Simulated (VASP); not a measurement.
# GaN (F-43m) in VASP: notebook

The runs below take GaN through relaxation of cell and atoms, with PBEsol.

Everything below comes from runs of VASP 6.6.1. Logs are shortened: lines on timing, memory, paths and dates and some standing lists are left out, and cuts for length are marked.

## 1. The cell of the first run

The structure is cubic, space group F-43m (No. 216). The conventional cell has a = 4.869 Å, b = 4.869 Å, c = 4.869 Å, α = 90.00°, β = 90.00°, γ = 90.00°. Within 2.8 Å of Ga (site symmetry -43m) lie 4 N at 2.11 Å. N (site symmetry -43m) has 4 Ga at 2.11 Å within 2.8 Å.

## 2. Relaxation of cell and atoms, PBEsol

The input, INCAR:

```
PREC     = Accurate       # precision mode
ENCUT    = 600            # plane-wave cutoff, eV
EDIFF    = 1E-7           # SCF threshold, eV
ISMEAR   = 0              # smearing method
SIGMA    = 0.1            # smearing width, eV
LREAL    = False          # projectors in reciprocal space
LASPH    = True           # aspherical terms in the spheres
NELM     = 120            # most SCF steps
ALGO     = Normal         # electronic algorithm
ISIF     = 3              # what is computed and relaxed
LWAVE    = False          # write WAVECAR
LCHARG   = False          # write CHGCAR
GGA      = PS             # functional
IBRION   = 2              # ionic algorithm
NSW      = 80             # ionic steps
EDIFFG   = -0.05          # ionic threshold
GGA_COMPAT= False        
NELMIN   = 4
```

The input, KPOINTS:

```
Automatic mesh
0
Gamma
  8 8 8
```

The input, POSCAR:

```
GaN
1.0
    0.0000000000      2.4347070525      2.4347070525
    2.4347070525      0.0000000000      2.4347070525
    2.4347070525      2.4347070525      0.0000000000
Ga N
1 1
Direct
    0.0000000000      0.0000000000      0.0000000000
    0.2500000000      0.2500000000      0.2500000000
```

Potentials or basis: VASP PAW PBE potentials, release 64 (Ga_d, N).

Launch:

```
cat potpaw_PBE.64/Ga_d/POTCAR potpaw_PBE.64/N/POTCAR > POTCAR
mpirun -np 1 vasp_std > vasp.out
```

OUTCAR:

```text
PREC = Accurate
   ENCUT = 600
   EDIFF = 1E-7
   ISMEAR = 0
   LREAL = False
   LASPH = True
   NELM = 120
   ISIF = 3
   GGA = PS
   IBRION = 2
   NSW = 80
   EDIFFG = -0.05
   NELMIN = 4

 ion  position               nearest neighbor table
   1  0.000  0.000  0.000-   2 2.11   2 2.11   2 2.11   2 2.11
   2  0.250  0.250  0.250-   1 2.11   1 2.11   1 2.11   1 2.11

  LATTYP: Found a face centered cubic cell.
 ALAT       =     4.8694141050

  Lattice vectors:

 A1 = (   0.0000000000,   2.4347070525,   2.4347070525)
 A2 = (   2.4347070525,   0.0000000000,   2.4347070525)
 A3 = (   2.4347070525,   2.4347070525,   0.0000000000)

Analysis of symmetry for initial positions (statically):
=====================================================================
 Subroutine PRICEL returns:
 Original cell was already a primitive cell.

 Routine SETGRP: Setting up the symmetry group for a
 face centered cubic supercell.

 Subroutine GETGRP returns: Found 24 space group operations
 (whereof 24 operations were pure point group operations)
 out of a pool of 48 trial point group operations.

The static configuration has the point symmetry T_d .

Analysis of symmetry for dynamics (positions and initial velocities):
=====================================================================
 Subroutine PRICEL returns:
 Original cell was already a primitive cell.

 Routine SETGRP: Setting up the symmetry group for a
 face centered cubic supercell.

 Subroutine GETGRP returns: Found 24 space group operations
 (whereof 24 operations were pure point group operations)
 out of a pool of 48 trial point group operations.

The dynamic configuration has the point symmetry T_d .

 Subroutine INISYM returns: Found 24 space group operations
 (whereof 24 operations are pure point group operations),
 and found     1 'primitive' translations

----------------------------------------------------------------------------------------

                                     Primitive cell

  volume of cell :      28.8649

  direct lattice vectors                    reciprocal lattice vectors
     0.000000000  2.434707052  2.434707052    -0.205363516  0.205363516  0.205363516
     2.434707052  0.000000000  2.434707052     0.205363516 -0.205363516  0.205363516
     2.434707052  2.434707052  0.000000000     0.205363516  0.205363516 -0.205363516

  length of vectors
     3.443195734  3.443195734  3.443195734     0.355700043  0.355700043  0.355700043

  position of ions in fractional coordinates (direct lattice)
     0.000000000  0.000000000  0.000000000
     0.250000000  0.250000000  0.250000000

  ion indices of the primitive-cell ions
   primitive index   ion index
                 1           1
                 2           2

----------------------------------------------------------------------------------------

 KPOINTS: Automatic mesh

Automatic generation of k-mesh.
 Grid dimensions read from file:
 generate k-points for:    8    8    8

 Generating k-lattice:

  Cartesian coordinates                     Fractional coordinates (reciprocal lattice)
    -0.025670439  0.025670439  0.025670439     0.125000000  0.000000000  0.000000000
     0.025670439 -0.025670439  0.025670439     0.000000000  0.125000000  0.000000000
     0.025670439  0.025670439 -0.025670439     0.000000000  0.000000000  0.125000000

  Length of vectors
     0.044462505  0.044462505  0.044462505

  Shift w.r.t. Gamma in fractional coordinates (k-lattice)
     0.000000000  0.000000000  0.000000000

 Subroutine IBZKPT returns following result:
 ===========================================

 Found     29 irreducible k-points:

 Following reciprocal coordinates:
            Coordinates               Weight
  0.000000  0.000000  0.000000      1.000000
  0.125000  0.000000  0.000000      8.000000
  0.250000  0.000000  0.000000      8.000000
  0.375000  0.000000  0.000000      8.000000
  0.500000  0.000000  0.000000      4.000000
  0.125000  0.125000  0.000000      6.000000
[... 16 lines left out ...]
  0.500000  0.250000  0.125000     48.000000
 -0.375000  0.250000  0.125000     24.000000
 [... further k-points ...]
   k-points           NKPTS =     29   k-points in BZ     NKDIM =     29   number of bands    NBANDS=     13
   number of dos      NEDOS =    301   number of ions     NIONS =      2
   total plane-waves  NPLWV =  21952
   dimension x,y,z NGX =    28 NGY =   28 NGZ =   28
   dimension x,y,z NGXF=    56 NGYF=   56 NGZF=   56
   ions per type =               1   1
   NGX,Y,Z   is equivalent  to a cutoff of  13.52, 13.52, 13.52 a.u.
   NGXF,Y,Z  is equivalent  to a cutoff of  27.04, 27.04, 27.04 a.u.
 SYSTEM =  unknown system
   PREC   = accura    normal or accurate (medium, high low for compatibility)
   ISTART =      0    job   : 0-new  1-cont  2-samecut
   ICHARG =      2    charge: 1-file 2-atom 10-const
   ISPIN  =      1    spin polarized calculation?
   LNONCOLLINEAR =      F non collinear calculations
   LSORBIT =      F    spin-orbit coupling
   LASPH  =      T    aspherical Exc in radial PAW
   ENCUT  =  600.0 eV  44.10 Ry    6.64 a.u.   6.88  6.88  6.88*2*pi/ulx,y,z
   NELM   =    120;   NELMIN=  4; NELMDL= -5     # of ELM steps
   EDIFF  = 0.1E-06   stopping-criterion for ELM
   LREAL  =      F    real-space projection
   EDIFFG = -.5E-01   stopping-criterion for IOM
   NSW    =     80    number of steps for IOM
   IBRION =      2    ionic relax: 0-MD 1-quasi-New 2-CG
   NFREE  =      1    steps in history (QN), initial steepest desc. (CG)
   ISIF   =      3    stress and relaxation
   ISYM   =      2    0-nonsym 1-usesym 2-fastsym
   POTIM  = 0.5000    time-step for ionic-motion
   TEBEG  =    0.0;   TEEND  =   0.0 temperature during run
   PSTRESS=    0.0 pullay stress
   NELECT =      18.0000    total number of electrons
   NUPDOWN=      -1.0000    fix difference up-down
   EMIN   =  10.00;   EMAX   =-10.00  energy-range for DOS
   EFERMI =   0.00;   METHOD = LEGACY
   ISMEAR =     0;   SIGMA  =   0.10  broadening in eV -4-tet -1-fermi 0-gaus
   EFERMI_NEDOS =   21; number of points for ismear=-14 and -15
   IALGO  =     38    algorithm
   IMIX   =      4    mixing-type and parameters
     AMIX     =   0.40;   BMIX     =  1.00
     AMIX_MAG =   1.60;   BMIX_MAG =  1.00
  volume/ion in A,a.u.               =      14.43        97.39
  Fermi-wavevector in a.u.,A,eV,Ry     =   1.398650  2.643065 26.616002  1.956221
  Thomas-Fermi vector in A             =   2.521787
   LORBIT       =      0    0 simple, 1 ext, 2 COOP (PROOUT), +10 PAW based schemes
   GGA     = PS    functional components
   LHFCALC =     F    Hartree Fock is set to
   AEXX    =    0.0000 exact exchange contribution
   IVDW    =     0    specifies the selected vdW correction
   LEPSILON=     F    determine dielectric tensor
   LRPA    =     F    only Hartree local field effects (RPA)
 conjugate gradient relaxation of ions
 non-spin polarized calculation
 Gauss-broadening in eV      SIGMA  =   0.10
  energy-cutoff  :      600.00
  volume of cell :       28.86
 maximum number of plane-waves:       982
   NGX = 13   NGY = 13   NGZ = 13

--------------------------------------- Ionic step        1  -------------------------------------------

 number of electron      17.9999997 magnetization

 Free energy of the ion-electron system (eV)
  ---------------------------------------------------
  ext. energy  EPLUGINS =         0.00000000
  ---------------------------------------------------
  free energy    TOTEN  =       -12.49864910 eV

  energy without entropy =      -12.49855180  energy(sigma->0) =      -12.49860045

------------------------ aborting loop because EDIFF is reached ----------------------------------------

  FORCE on cell =-STRESS in cart. coord.  units (eV):
  Direction    XX          YY          ZZ          XY          YZ          ZX
  --------------------------------------------------------------------------------------
  -------------------------------------------------------------------------------------
  Total       -4.7544654     -4.7544654     -4.7544654     -0.0000000      0.0000000     -0.0000000
  in kB     -263.9016668   -263.9016668   -263.9016668     -0.0000000      0.0000000     -0.0000000
  external PRESSURE =    -263.9016668 kB  Pullay stress =       0.0000000 kB
[... 57 lines left out ...]
  energy  without entropy=      -12.8997817791  energy(sigma->0) =      -12.89978178

--------------------------------------- Ionic step        3  -------------------------------------------

 number of electron      18.0000005 magnetization

 Free energy of the ion-electron system (eV)
  ---------------------------------------------------
  ext. energy  EPLUGINS =         0.00000000
  ---------------------------------------------------
  free energy    TOTEN  =       -13.13324027 eV

  energy without entropy =      -13.13324027  energy(sigma->0) =      -13.13324027

 E-fermi :   5.6177     XC(G=0): -11.9314

 val. band max:        5.2097683233   @ k =   0.0000   0.0000   0.0000
 cond. band min:       6.9286992905   @ k =   0.0000   0.0000   0.0000
 fundamental gap:      1.7189309672
 Fermi energy:         5.6177261287

 k-point     1 :       0.0000    0.0000    0.0000
  band No.  band energies     occupation
      1     -10.7700      2.00000
      2      -8.1994      2.00000
      3      -8.1994      2.00000
      4      -8.1994      2.00000
      5      -7.8686      2.00000
      6      -7.8686      2.00000
      7       5.2098      2.00000
      8       5.2098      2.00000
      9       5.2098      2.00000
     10       6.9287      0.00000
     11      15.4459      0.00000
     12      15.4459      0.00000
     13      15.4459      0.00000
[... 353 lines left out ...]
 k-point    24 :      -0.3750    0.2500    0.1250
  band No.  band energies     occupation
      1      -9.7054      2.00000
      2      -8.0928      2.00000
      3      -8.0283      2.00000
      4      -7.8903      2.00000
      5      -7.8350      2.00000
      6      -6.3005      2.00000
      7      -1.3048      2.00000
      8       2.1522      2.00000
      9       3.4044      2.00000
     10      11.8181      0.00000
     11      12.1290      0.00000
     12      15.2394      0.00000
     13      16.8517      0.00000

 [... further k-points ...]
[... 5 lines left out ...]
  --------------------------------------------------------------------------------------
  -------------------------------------------------------------------------------------
  Total       -0.0527047     -0.0527047     -0.0527047     -0.0000000      0.0000000      0.0000000
  in kB       -3.7096512     -3.7096512     -3.7096512     -0.0000000      0.0000000      0.0000000
  external PRESSURE =      -3.7096512 kB  Pullay stress =       0.0000000 kB
[... 17 lines left out ...]
  FREE ENERGIE OF THE ION-ELECTRON SYSTEM (eV)
  ---------------------------------------------------
  free  energy   TOTEN  =       -13.1332402658 eV

  energy  without entropy=      -13.1332402658  energy(sigma->0) =      -13.13324027

 reached required accuracy - stopping structural energy minimisation
```

Run time: 32 s. Hardware: 1 thread of Intel Xeon Platinum 8488C (Sapphire Rapids), shared host; peak memory 0.17 GiB.

Results:

- Free energy: -13.1332 eV
- Relaxed volume: 11.38 Å³/atom
- Relaxed cell: a = 3.181 Å, b = 3.181 Å, c = 3.181 Å, α = 60.00°, β = 60.00°, γ = 60.00°
- Space group after relaxing (to 0.05 Å): F-43m (No. 216)
- Energy gained by relaxing: 317.3 meV/atom
- Ionic steps: 3
- Pressure after relaxing: -0.4 GPa
- Band gap on the k mesh: 1.72 eV, direct

The path:
| step | energy change (eV) | largest force (eV/Å) | pressure (GPa) | volume (Å³) |
| --- | --- | --- | --- | --- |
| 1 | 0.0000 | 0.0000 | -26.39 | 28.86 |
| 2 | -0.4011 | 0.0000 | 31.20 | 20.03 |
| 3 | -0.6346 | 0.0000 | -0.37 | 22.76 |

Final structure:
```
Ga N
1.0
     0.00000    2.24939    2.24939
     2.24939    0.00000    2.24939
     2.24939    2.24939    0.00000
Ga N
1 1
Direct
  0.00000 0.00000 0.00000
  0.25000 0.25000 0.25000
```

Caveat: the volume moved by over 15 % at a fixed basis, so the end points are rough; the PAW data sets were made with another functional, which shifts forces and pressure a little.

## 3. Relaxation of cell and atoms, PBEsol

This run uses another cell than the first one, of 11.40 Å³/atom, 0.790 times its volume.

The input, INCAR:

```
PREC = Accurate
ENCUT = 600
EDIFF = 1E-7
ISMEAR = 0
SIGMA = 0.02
LREAL = F
LASPH = T
NELM = 120
ALGO = Normal
ISIF = 3
LWAVE = F
LCHARG = F
GGA = PS
IBRION = 2
NSW = 80
EDIFFG = -0.01
GGA_COMPAT = F
NELMIN = 4
```

The input, KPOINTS:

```
regular mesh
0
Gamma
  10 10 10
```

The input, POSCAR:

```
GaN
1.0
    0.0000000000      2.2506887178      2.2506887178
    2.2506887178      0.0000000000      2.2506887178
    2.2506887178      2.2506887178      0.0000000000
Ga N
1 1
Direct
    0.0000000000      0.0000000000      0.0000000000
    0.2500000000      0.2500000000      0.2500000000
```

Potentials or basis: VASP PAW PBE potentials, release 64 (Ga_d, N).

Launch:

```
cat potpaw_PBE.64/Ga_d/POTCAR potpaw_PBE.64/N/POTCAR > POTCAR
mpirun -np 1 vasp_std > vasp.out
```

OUTCAR:

```text
PREC = Accurate
   ENCUT = 600
   EDIFF = 1E-7
   ISMEAR = 0
   LREAL = F
   LASPH = T
   NELM = 120
   ISIF = 3
   GGA = PS
   IBRION = 2
   NSW = 80
   EDIFFG = -0.01
   NELMIN = 4

 ion  position               nearest neighbor table
   1  0.000  0.000  0.000-   2 1.95   2 1.95   2 1.95   2 1.95
   2  0.250  0.250  0.250-   1 1.95   1 1.95   1 1.95   1 1.95

  LATTYP: Found a face centered cubic cell.
 ALAT       =     4.5013774356

  Lattice vectors:

 A1 = (   0.0000000000,   2.2506887178,   2.2506887178)
 A2 = (   2.2506887178,   0.0000000000,   2.2506887178)
 A3 = (   2.2506887178,   2.2506887178,   0.0000000000)

Analysis of symmetry for initial positions (statically):
=====================================================================
 Subroutine PRICEL returns:
 Original cell was already a primitive cell.
[... 258 lines left out ...]
 fundamental gap:      1.7338047305
 Fermi energy:         5.3288850964

 k-point     1 :       0.0000    0.0000    0.0000
  band No.  band energies     occupation
      1     -10.7651      2.00000
      2      -8.1747      2.00000
      3      -8.1747      2.00000
      4      -8.1747      2.00000
      5      -7.8413      2.00000
      6      -7.8413      2.00000
      7       5.2362      2.00000
      8       5.2362      2.00000
      9       5.2362      2.00000
     10       6.9700      0.00000
     11      15.4886      0.00000
     12      15.4886      0.00000
     13      15.4886      0.00000
[... 354 lines left out ...]
  band No.  band energies     occupation
      1      -9.7286      2.00000
      2      -8.0443      2.00000
      3      -7.9423      2.00000
      4      -7.9414      2.00000
      5      -7.7787      2.00000
      6      -6.9362      2.00000
      7       0.1647      2.00000
      8       2.7060      2.00000
      9       3.0379      2.00000
     10       9.5948      0.00000
     11      12.3697      0.00000
     12      15.9450      0.00000
     13      18.0797      0.00000

 [... further k-points ...]
[... 5 lines left out ...]
  --------------------------------------------------------------------------------------
  -------------------------------------------------------------------------------------
  Total       -0.0127689     -0.0127689     -0.0127689      0.0000000      0.0000000      0.0000000
  in kB       -0.9009699     -0.9009699     -0.9009699      0.0000000      0.0000000      0.0000000
  external PRESSURE =      -0.9009699 kB  Pullay stress =       0.0000000 kB
[... 17 lines left out ...]
  FREE ENERGIE OF THE ION-ELECTRON SYSTEM (eV)
  ---------------------------------------------------
  free  energy   TOTEN  =       -13.1243831378 eV

  energy  without entropy=      -13.1243831378  energy(sigma->0) =      -13.12438314

 reached required accuracy - stopping structural energy minimisation
```

Run time: 37 s. Hardware: 1 thread of Intel Xeon Platinum 8488C (Sapphire Rapids), shared host; peak memory 0.16 GiB.

What came out:

```yaml
Free_energy: -13.1244 eV
Relaxed_volume: 11.35 Å³/atom
Relaxed_cell: a = 3.179 Å, b = 3.179 Å, c = 3.179 Å, α = 60.00°, β = 60.00°, γ = 60.00°
Space_group_after_relaxing_to_0.05_Å: F-43m (No. 216)
Energy_gained_by_relaxing: 0.1 meV/atom
Ionic_steps: 3
Pressure_after_relaxing: -0.1 GPa
Band_gap_on_the_k_mesh: 1.73 eV, direct
```

Step by step:
| step | energy change (eV) | largest force (eV/Å) | pressure (GPa) | volume (Å³) |
| --- | --- | --- | --- | --- |
| 1 | 0.0000 | 0.0000 | -0.81 | 22.80 |
| 2 | 0.0000 | 0.0000 | 0.79 | 22.61 |
| 3 | -0.0002 | 0.0000 | -0.09 | 22.71 |

Final structure:
```
Ga N
1.0
     0.00000    2.24754    2.24754
     2.24754    0.00000    2.24754
     2.24754    2.24754    0.00000
Ga N
1 1
Direct
  0.00000 0.00000 0.00000
  0.25000 0.25000 0.25000
```

Levels at points of the mesh, in eV from the valence-band top:
```csv
k point,band 7,band 8,band 9,band 10,band 11,band 12
"(0.00, 0.00, 0.00)",0.00,0.00,0.00,1.73,10.25,10.25
"(0.50, 0.00, 0.00)",-7.17,-0.99,-0.99,4.62,8.67,10.31
"(0.50, 0.50, 0.00)",-6.21,-2.76,-2.76,3.23,6.61,11.63
```

Caveat: the PAW data sets were made with another functional, which shifts forces and pressure a little.
